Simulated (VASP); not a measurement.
Runs of VASP 6.6.1 on C. The structure is that of space group Fd-3m (No. 227), or close to it. The cells are those of the table. 

| task | cell | cutoff (eV) | gap on the mesh (eV) | pressure (GPa) |
| --- | --- | --- | --- | --- |
| relaxation of cell and atoms | relaxed from a = 2.526 Å, angles 60.0°, 2 atoms | 600 | 4.33 | -0.1 |
| single point | a = 2.466 Å, angles 60.0°, 2 atoms | 520 | (c) | (a) |
| single point | a = 2.517 Å, angles 60.0°, 2 atoms | 520 | 4.34 | (d) |
| single point | a = 2.337 Å, angles 60.0°, 2 atoms | 520 | 4.89 | 152.5 |
| single point | a = 2.412 Å, angles 60.0°, 2 atoms | 520 | 4.64 | 74.4 |
| single point | a = 2.256 Å, angles 60.0°, 2 atoms | 520 | (b) | 268.7 |
| single point | a = 2.169 Å, angles 60.0°, 2 atoms | 520 | 5.52 | 446.6 |

Alike in all rows: level r2SCAN; potentials or basis VASP PAW PBE potentials, release 64 (C); no spin polarisation; k mesh 20 × 20 × 20; smearing fermi-dirac 0.08 eV.

Question: Estimate the missing entries.

Answer: (a) 32.6; (b) 5.18; (c) 4.48; (d) 1.1.

Caveats: the PAW data sets were made with another functional, which shifts forces and pressure a little.

A k mesh can miss the band edges.
